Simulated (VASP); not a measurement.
CoO: single point with PBE

Crystal: CoO.

```xyz
2
Lattice="0.0000 2.0779 2.0779 2.0779 0.0000 2.0779 2.0779 2.0779 0.0000" Properties=species:S:1:pos:R:3 pbc="T T T"
Co    0.0000    0.0000    0.0000
O     2.0779    2.0779    2.0779
```

This cell differs from its parent crystal: volume scaled by 1.040.

```yaml
Program: VASP 6.6.1
Task: single point
Functional: PBE
Potentials_or_basis: VASP PAW PBE potentials, release 64 (Co, O)
Cutoff: 520 eV
k_mesh: 14 × 14 × 14
Occupations: gaussian, width 0.05 eV
Spin: no spin polarisation
Dipole_correction: no
Further_INCAR_settings: ALGO = Normal; EDIFF = 1e-07; NBANDS = 14
```

- Pressure: -8.1 GPa

Levels at points of the mesh, in eV from the Fermi level:
```tsv
k point	band 4	band 5	band 6	band 7	band 8	band 9	band 10	band 11	band 12	band 13
(0.00, 0.00, 0.00)	-3.66	-1.59	-1.59	-1.59	-1.16	-1.16	1.69	17.26	19.23	19.23
(0.50, 0.00, 0.00)	-5.88	-0.58	-0.58	-0.26	1.71	1.71	5.49	10.31	14.40	14.40
(0.50, 0.50, 0.00)	-4.89	-2.79	-0.69	-0.25	-0.25	-0.10	7.01	10.36	12.70	16.96
```

Run time: 39 s on 1 thread of AMD EPYC 7R13, with other jobs on the host, peak memory 0.16 GiB.

Caveat: an odd number of electrons without spin polarisation forces a metal; a magnetic or distorted state may lie lower; the run has no spin polarisation, though such a crystal can be magnetic; semilocal functionals often make such compounds metallic where correlation or magnetic order opens a gap, which also shifts bond lengths. Spin polarisation is off, so any magnetic state and its effect on volume and gap are missing.
